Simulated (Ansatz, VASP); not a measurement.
# TaSi2 in VASP and in Ansatz

```xyz
9
Lattice="4.7614 0.0000 0.0000 -2.3807 4.1235 0.0000 0.0000 0.0000 6.5581" Properties=species:S:1:pos:R:3 pbc="T T T"
Ta    1.3107    0.0000    0.0000
Ta    1.1903    2.0617    4.3721
Ta   -1.1903    2.0617    2.1860
Si    0.0000    1.3134    0.0000
Si    3.6239    0.6567    4.3721
Si    1.2432    3.4667    2.1860
Si    2.3807    2.8100    0.0000
Si   -1.2432    3.4667    4.3721
Si    1.1375    0.6567    2.1860
```

Alike in both runs: task single point; functional PBEsol; k mesh 9 × 9 × 6; occupations gaussian, width 0.15 eV; no spin polarisation.

|  | VASP | Ansatz |
| --- | --- | --- |
| version | VASP 6.6.1 | Ansatz 0.2.0 |
| potentials or method | VASP PAW PBE potentials, release 64 (Ta_pv, Si), cutoff 520 eV | scalar-relativistic, plane waves, PAW |
| valence electrons in the cell | 57 | 63 |

Ansatz gave:

```
gap on the k mesh at the Fermi level (eV) : none
rms of the force components (eV/Å)        : 8.478
```

Estimate VASP's values.

gap on the k mesh at the Fermi level (eV): none; rms of the force components (eV/Å): 8.527.

VASP's potentials were made for PBE, not for PBEsol, and Ansatz warns of the same on its side. Atom by atom the forces differ by 0.050 eV/Å (rms over components). A gap of «none» marks a metal or a gap that the smearing closes. The functional is the same, so the differences come from potentials, cutoffs and numerics. VASP's potentials hold 57 valence electrons a cell and Ansatz's 63, so a difference there can come from the potentials and not from the codes.

Spin-orbit coupling is off throughout.
